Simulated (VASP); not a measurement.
# Ti (Fm-3m) in VASP: further runs, part 2 of 2

VASP 6.6.1. The steps go on from the part before.

## Step 5: Relaxation of cell and atoms, r2SCAN

File POSCAR:

```
Ti
1.0
    0.0000000000      2.0559102093      2.0559102093
    2.0559102093      0.0000000000      2.0559102093
    2.0559102093      2.0559102093      0.0000000000
Ti
1
Direct
    0.5000000000      0.5000000000      0.5000000000
```

File INCAR.step1:

```
SYSTEM = Ti
  ALGO = Normal
  EDIFF = 1E-4
  ENCUT = 600
  GGA = PE
  ISMEAR = 0
  LASPH = .TRUE.
  LCHARG = .FALSE.
  LREAL = .FALSE.
  LWAVE = .TRUE.
  NELM = 60
  PREC = Accurate
  SIGMA = 0.1
```

File INCAR.step2:

```
SYSTEM = Ti
  ALGO = Normal
  EDIFF = 1E-6
  EDIFFG = -0.04
  ENCUT = 600
  IBRION = 2
  ISIF = 3
  ISMEAR = 0
  ISTART = 1
  LASPH = .TRUE.
  LCHARG = .FALSE.
  LMIXTAU = .TRUE.
  LREAL = .FALSE.
  LWAVE = .FALSE.
  METAGGA = R2SCAN
  NELM = 60
  NSW = 90
  PREC = Accurate
  SIGMA = 0.1
```

File KPOINTS:

```
k-points
0
G
  8 8 8
  0 0 0
```

Potentials or basis: VASP PAW PBE potentials, release 64 (Ti_sv).

Launch:

```console
$ cat potpaw_PBE.64/Ti_sv/POTCAR > POTCAR
$ cp INCAR.step1 INCAR
$ mpirun -np 1 vasp_std > vasp.out
$ cp INCAR.step2 INCAR
$ mpirun -np 1 vasp_std > vasp.out
```

OUTCAR:

```text
SYSTEM = Ti
   EDIFF = 1E-6
   EDIFFG = -0.04
   ENCUT = 600
   IBRION = 2
   ISIF = 3
   ISMEAR = 0
   ISTART = 1
   LASPH = .TRUE.
   LREAL = .FALSE.
   METAGGA = R2SCAN
   NELM = 60
   NSW = 90
   PREC = Accurate

 ion  position               nearest neighbor table
   1  0.500  0.500  0.500-

  LATTYP: Found a face centered cubic cell.
 ALAT       =     4.1118204186

  Lattice vectors:

 A1 = (   0.0000000000,   2.0559102093,   2.0559102093)
 A2 = (   2.0559102093,   0.0000000000,   2.0559102093)
[... 532 lines left out ...]
      5       6.4895      2.00000
      6       7.3277      2.00000
      7       8.4119      0.00212
      8       9.9131      0.00000
      9      11.7547      0.00000
     10      13.8928      0.00000

 [... further k-points ...]
[... 5 lines left out ...]
  --------------------------------------------------------------------------------------
  -------------------------------------------------------------------------------------
  Total       -0.0185852     -0.0185852     -0.0185852     -0.0000000     -0.0000000      0.0000000
  in kB       -1.7004266     -1.7004266     -1.7004266     -0.0000000     -0.0000000      0.0000000
  external PRESSURE =      -1.7004266 kB  Pullay stress =       0.0000000 kB

 VOLUME and BASIS-vectors are now :
 -----------------------------------------------------------------------------
  energy-cutoff  :      600.00
  volume of cell :       17.51
      direct lattice vectors                 reciprocal lattice vectors
    -0.000000000  2.061089449  2.061089449    -0.242590151  0.242590151  0.242590151
     2.061089449 -0.000000000  2.061089449     0.242590151 -0.242590151  0.242590151
     2.061089449  2.061089449 -0.000000000     0.242590151  0.242590151 -0.242590151

 POSITION                                       TOTAL-FORCE (eV/Angst)
 -----------------------------------------------------------------------------------
      2.06109      2.06109      2.06109        -0.000000     -0.000000     -0.000000
 -----------------------------------------------------------------------------------
    total drift:                               -0.000000     -0.000000      0.000000

  FREE ENERGIE OF THE ION-ELECTRON SYSTEM (eV)
  ---------------------------------------------------
  free  energy   TOTEN  =       -12.8810760067 eV

  energy  without entropy=      -12.8736212361  energy(sigma->0) =      -12.87734862

 reached required accuracy - stopping structural energy minimisation
```

OUTCAR.step1:

```text
SYSTEM = Ti
   EDIFF = 1E-4
   ENCUT = 600
   GGA = PE
   ISMEAR = 0
   LASPH = .TRUE.
[... 529 lines left out ...]
 -----------------------------------------------------------------------------------
      2.05591      2.05591      2.05591        -0.000000      0.000000      0.000000
 -----------------------------------------------------------------------------------
    total drift:                               -0.000000     -0.000000      0.000000

  FREE ENERGIE OF THE ION-ELECTRON SYSTEM (eV)
  ---------------------------------------------------
  free  energy   TOTEN  =        -7.7772694355 eV

  energy  without entropy=       -7.7696463834  energy(sigma->0) =       -7.77345791
```

Run time: 21 s. Hardware: 1 thread of Intel Xeon Platinum 8559C (Emerald Rapids), shared host; peak memory 0.15 GiB.

Results:

```yaml
Free_energy: -12.8811 eV
Relaxed_volume: 17.51 Å³/atom
Relaxed_cell: a = 2.915 Å, b = 2.915 Å, c = 2.915 Å, α = 60.00°, β = 60.00°, γ = 60.00°
Space_group_after_relaxing_to_0.05_Å: Fm-3m (No. 225)
Energy_gained_by_relaxing: 0.1 meV/atom
Ionic_steps: 2
Pressure_after_relaxing: -0.2 GPa
Band_gap_on_the_k_mesh: zero (band 6 reaches 9.12 eV, above the bottom of band 7 at 7.72 eV)
```

Final structure:
```yaml
crystal:
  lattice:
    - [0.00000, 2.06109, 2.06109]
    - [2.06109, 0.00000, 2.06109]
    - [2.06109, 2.06109, 0.00000]
  atoms:
    - { symbol: Ti, position: [0.50000, 0.50000, 0.50000] }
```

Caveat: the PAW data sets were made with another functional, which shifts forces and pressure a little.

## Step 6: Single point, r2SCAN

This run uses another cell than the first one, of 17.36 Å³/atom, 0.997 times its volume.

File POSCAR:

```
Ti
1.0
    0.0000000000      2.0551887194      2.0551887194
    2.0551887194      0.0000000000      2.0551887194
    2.0551887194      2.0551887194      0.0000000000
Ti
1
Direct
    0.5000000000      0.5000000000      0.5000000000
```

File INCAR.step1:

```
SYSTEM = Ti
PREC     = Accurate       ! precision mode
ENCUT    = 520            ! plane-wave cutoff, eV
ISMEAR   = 0              ! smearing method
SIGMA    = 0.1            ! smearing width, eV
LREAL    = .FALSE.        ! projectors in reciprocal space
LASPH    = .TRUE.         ! aspherical terms in the spheres
NELM     = 80             ! most SCF steps
NBANDS   = 12             ! bands
GGA      = PE             ! functional
ALGO     = Normal         ! electronic algorithm
EDIFF    = 1E-4           ! SCF threshold, eV
LWAVE    = .TRUE.         ! write WAVECAR
LCHARG   = .FALSE.        ! write CHGCAR
```

File INCAR.step2:

```
SYSTEM = Ti
PREC     = Accurate       ! precision mode
ENCUT    = 520            ! plane-wave cutoff, eV
EDIFF    = 1E-6           ! SCF threshold, eV
ISMEAR   = 0              ! smearing method
SIGMA    = 0.1            ! smearing width, eV
LREAL    = .FALSE.        ! projectors in reciprocal space
LASPH    = .TRUE.         ! aspherical terms in the spheres
NELM     = 80             ! most SCF steps
ALGO     = Normal         ! electronic algorithm
ISIF     = 2              ! what is computed and relaxed
LWAVE    = .FALSE.        ! write WAVECAR
LCHARG   = .FALSE.        ! write CHGCAR
METAGGA  = R2SCAN         ! meta-GGA
LMIXTAU  = .TRUE.       
NBANDS   = 12             ! bands
ISTART   = 1
```

File KPOINTS:

```
regular mesh
0
G
  24 24 24
  0 0 0
```

Potentials or basis: VASP PAW PBE potentials, release 64 (Ti_sv).

Launch:

```console
$ cat potpaw_PBE.64/Ti_sv/POTCAR > POTCAR
$ cp INCAR.step1 INCAR
$ mpirun -np 1 vasp_std > vasp.out
$ cp INCAR.step2 INCAR
$ mpirun -np 1 vasp_std > vasp.out
```

OUTCAR:

```text
SYSTEM = Ti
   PREC = Accurate
   ENCUT = 520
   EDIFF = 1E-6
   ISMEAR = 0
   LREAL = .FALSE.
   LASPH = .TRUE.
   NELM = 80
   ISIF = 2
   METAGGA = R2SCAN
   ISTART = 1

 ion  position               nearest neighbor table
   1  0.500  0.500  0.500-

  LATTYP: Found a face centered cubic cell.
 ALAT       =     4.1103774388

  Lattice vectors:

 A1 = (   0.0000000000,   2.0551887194,   2.0551887194)
 A2 = (   2.0551887194,   0.0000000000,   2.0551887194)
 A3 = (   2.0551887194,   2.0551887194,   0.0000000000)

Analysis of symmetry for initial positions (statically):
=====================================================================
 Subroutine PRICEL returns:
 Original cell was already a primitive cell.

 Routine SETGRP: Setting up the symmetry group for a
 face centered cubic supercell.

 Subroutine GETGRP returns: Found 48 space group operations
 (whereof 48 operations were pure point group operations)
 out of a pool of 48 trial point group operations.

The static configuration has the point symmetry O_h .

Analysis of symmetry for dynamics (positions and initial velocities):
=====================================================================
[... 161 lines left out ...]
 fundamental gap:      0.0090963447
 Fermi energy:         8.2328670669

 k-point     1 :       0.0000    0.0000    0.0000
  band No.  band energies     occupation
      1     -50.8125      2.00000
      2     -25.6151      2.00000
      3     -25.6150      2.00000
      4     -25.6150      2.00000
      5       1.7641      2.00000
      6       9.2348      0.00000
      7       9.2348      0.00000
      8       9.2348      0.00000
      9      11.0408      0.00000
     10      11.0408      0.00000
     11      24.0206      0.00000
     12      28.9114      0.00000
[... 331 lines left out ...]
 k-point    24 :       0.4583    0.0417    0.0000
  band No.  band energies     occupation
      1     -50.6867      2.00000
      2     -26.2892      2.00000
      3     -25.7062      2.00000
      4     -25.7057      2.00000
      5       5.4907      2.00000
      6       8.4749      0.00062
      7       9.1664      0.00000
      8       9.2331      0.00000
      9      12.0200      0.00000
     10      12.0418      0.00000
     11      17.1677      0.00000
     12      23.4266      0.00000

 [... further k-points ...]
[... 5 lines left out ...]
  --------------------------------------------------------------------------------------
  -------------------------------------------------------------------------------------
  Total        0.0424356      0.0424356      0.0424356     -0.0000000     -0.0000000      0.0000000
  in kB        3.9161168      3.9161168      3.9161168     -0.0000000     -0.0000000      0.0000000
  external PRESSURE =       3.9161168 kB  Pullay stress =       0.0000000 kB

 VOLUME and BASIS-vectors are now :
 -----------------------------------------------------------------------------
  energy-cutoff  :      520.00
  volume of cell :       17.36
      direct lattice vectors                 reciprocal lattice vectors
     0.000000000  2.055188719  2.055188719    -0.243286660  0.243286660  0.243286660
     2.055188719  0.000000000  2.055188719     0.243286660 -0.243286660  0.243286660
     2.055188719  2.055188719  0.000000000     0.243286660  0.243286660 -0.243286660

 POSITION                                       TOTAL-FORCE (eV/Angst)
 -----------------------------------------------------------------------------------
      2.05519      2.05519      2.05519        -0.000000      0.000000      0.000000
 -----------------------------------------------------------------------------------
    total drift:                               -0.000000     -0.000000      0.000000

  FREE ENERGIE OF THE ION-ELECTRON SYSTEM (eV)
  ---------------------------------------------------
  free  energy   TOTEN  =       -12.8835763042 eV

  energy  without entropy=      -12.8758613097  energy(sigma->0) =      -12.87971881
```

OUTCAR.step1:

```text
SYSTEM = Ti
   PREC = Accurate
   ENCUT = 520
   ISMEAR = 0
   LREAL = .FALSE.
   LASPH = .TRUE.
   NELM = 80
[... 577 lines left out ...]
 -----------------------------------------------------------------------------------
      2.05519      2.05519      2.05519         0.000000     -0.000000     -0.000000
 -----------------------------------------------------------------------------------
    total drift:                               -0.000000     -0.000000      0.000000

  FREE ENERGIE OF THE ION-ELECTRON SYSTEM (eV)
  ---------------------------------------------------
  free  energy   TOTEN  =        -7.7821607483 eV

  energy  without entropy=       -7.7732207438  energy(sigma->0) =       -7.77769075
```

Run time: 2.4 min. Hardware: 1 thread of Intel Xeon Platinum 8559C (Emerald Rapids), shared host; peak memory 0.21 GiB.

What came out:

| Quantity | Value |
| --- | --- |
| Free energy | -12.8836 eV |
| Pressure | 0.4 GPa |
| Band gap on the k mesh | zero (band 6 reaches 9.23 eV, above the bottom of band 7 at 7.81 eV) |

Levels at points of the mesh, in eV from the Fermi level:
```tsv
k point	band 3	band 4	band 5	band 6	band 7	band 8	band 9	band 10
(0.00, 0.00, 0.00)	-33.85	-33.85	-6.47	1.00	1.00	1.00	2.81	2.81
(0.50, 0.00, 0.00)	-33.94	-33.94	-2.71	0.45	0.93	0.93	3.83	3.83
(0.50, 0.50, 0.00)	-34.09	-34.09	-2.65	-1.77	2.81	3.89	4.07	4.07
```

Caveat: the PAW data sets were made with another functional, which shifts forces and pressure a little.

## Step 7: Relaxation of cell and atoms, r2SCAN

File POSCAR:

```
Ti
1.0
    0.0000000000      2.0559102093      2.0559102093
    2.0559102093      0.0000000000      2.0559102093
    2.0559102093      2.0559102093      0.0000000000
Ti
1
Direct
    0.5000000000      0.5000000000      0.5000000000
```

File INCAR.step1:

```
  PREC = Accurate
  ENCUT = 600
  ISMEAR = 0
  SIGMA = 0.1
  LREAL = F
  LASPH = T
  NELM = 100
  GGA = PE
  ALGO = Normal
  EDIFF = 1E-4
  LWAVE = T
  LCHARG = F
```

File INCAR.step2:

```
  PREC = Accurate
  ENCUT = 600
  EDIFF = 1E-7
  ISMEAR = 0
  SIGMA = 0.1
  LREAL = F
  LASPH = T
  NELM = 100
  ALGO = Normal
  ISIF = 3
  LWAVE = F
  LCHARG = F
  METAGGA = R2SCAN
  LMIXTAU = T
  IBRION = 2
  NSW = 100
  EDIFFG = -0.01
  ISTART = 1
```

File KPOINTS:

```
Automatic mesh
0
Gamma
  24 24 24
```

Launch:

```console
$ cat potpaw_PBE.64/Ti_sv/POTCAR > POTCAR
$ cp INCAR.step1 INCAR
$ mpirun -np 1 vasp_std > vasp.out
$ cp INCAR.step2 INCAR
$ mpirun -np 1 vasp_std > vasp.out
```

It took 5.1 min on 1 thread of Intel Xeon Platinum 8559C (Emerald Rapids), shared host; peak memory 0.23 GiB.

The run converged. Its results:

| Quantity | Value |
| --- | --- |
| Free energy | -12.8834 eV |
| Relaxed volume | 17.43 Å³/atom |
| Relaxed cell | a = 2.910 Å, b = 2.910 Å, c = 2.910 Å, α = 60.00°, β = 60.00°, γ = 60.00° |
| Space group after relaxing (to 0.05 Å) | Fm-3m (No. 225) |
| Energy gained by relaxing | 0.1 meV/atom |
| Ionic steps | 3 |
| Pressure after relaxing | 0.0 GPa |
| Band gap on the k mesh | zero (band 6 reaches 9.19 eV, above the bottom of band 7 at 7.77 eV) |

Final structure:
```xyz
1
Lattice="0.0000 2.0579 2.0579 2.0579 0.0000 2.0579 2.0579 2.0579 0.0000" Properties=species:S:1:pos:R:3 pbc="T T T"
Ti    2.0579    2.0579    2.0579
```

Levels at points of the mesh, in eV from the Fermi level:
```csv
k point,band 3,band 4,band 5,band 6,band 7,band 8,band 9,band 10
"(0.00, 0.00, 0.00)",-33.86,-33.86,-6.46,1.00,1.00,1.00,2.80,2.80
"(0.50, 0.00, 0.00)",-33.95,-33.95,-2.70,0.44,0.93,0.93,3.82,3.82
"(0.50, 0.50, 0.00)",-34.10,-34.10,-2.63,-1.76,2.79,3.88,4.05,4.05
```

Caveat: the PAW data sets were made with another functional, which shifts forces and pressure a little.

## Step 8: The runs side by side

| task | cell | k mesh | cutoff (eV) | gap on the mesh (eV) | pressure (GPa) | relaxed volume (Å³/atom) |
| --- | --- | --- | --- | --- | --- | --- |
| single point | a = 2.909 Å, angles 60.0°, 1 atom | 8 × 8 × 8 | 520 | none | 0.3 | - |
| relaxation of cell and atoms | relaxed from a = 2.871 Å, angles 60.0°, 1 atom | 8 × 8 × 8 | 600 | none | 0.0 | 17.47 |
| single point | a = 2.907 Å, angles 60.0°, 1 atom | 8 × 8 × 8 | 520 | none | 0.5 | - |
| relaxation of cell and atoms | relaxed from a = 2.907 Å, angles 60.0°, 1 atom | 8 × 8 × 8 | 600 | none | -0.2 | 17.51 |
| single point | a = 2.906 Å, angles 60.0°, 1 atom | 24 × 24 × 24 | 520 | none | 0.4 | - |
| relaxation of cell and atoms | relaxed from a = 2.907 Å, angles 60.0°, 1 atom | 24 × 24 × 24 | 600 | none | 0.0 | 17.43 |

Alike in all rows: level r2SCAN; potentials or basis VASP PAW PBE potentials, release 64 (Ti_sv); no spin polarisation; smearing gaussian 0.1 eV.

Every run on the cell as given and a fine mesh finds a metal.

Caveats: the PAW data sets were made with another functional, which shifts forces and pressure a little.

Total energies depend on the potentials used, so only differences within one code and one set of settings carry meaning.
